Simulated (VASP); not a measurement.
Runs of VASP 6.6.1 on Mg3TiN3. The structure is that of space group R3m (No. 160), or close to it. The cells are those of the table. 

```csv
task,level,cell,cutoff (eV),smearing,gap on the mesh (eV),pressure (GPa),largest force (eV/Å)
single point,PBE,"a = 4.329, b = 4.330, c = 4.326 Å, angles 90.1, 90.1, 89.9°, 7 atoms",520,gaussian 0.2 eV,none,-0.2,0.03
relaxation of cell and atoms,PBE,"relaxed from a = 4.329 Å, angles 89.9°, 7 atoms",600,gaussian 0.1 eV,none,0.0,-
single point,PBE,"a = 4.328 Å, angles 89.9°, 7 atoms",520,gaussian 0.1 eV,none,(a),0.03
single point,r2SCAN,"a = 4.328 Å, angles 89.9°, 7 atoms",520,gaussian 0.1 eV,none,-3.4,0.04
```

Alike in all rows: potentials or basis VASP PAW PBE potentials, release 64 (Mg, Ti_sv, N); no spin polarisation; k mesh 6 × 6 × 6.

Task: Fill in the values left out.

Result: (a) -0.3.

Caveats: the PAW data sets were made with another functional, which shifts forces and pressure a little (some runs).

A gap of «none» marks levels without a gap at the run's occupations.
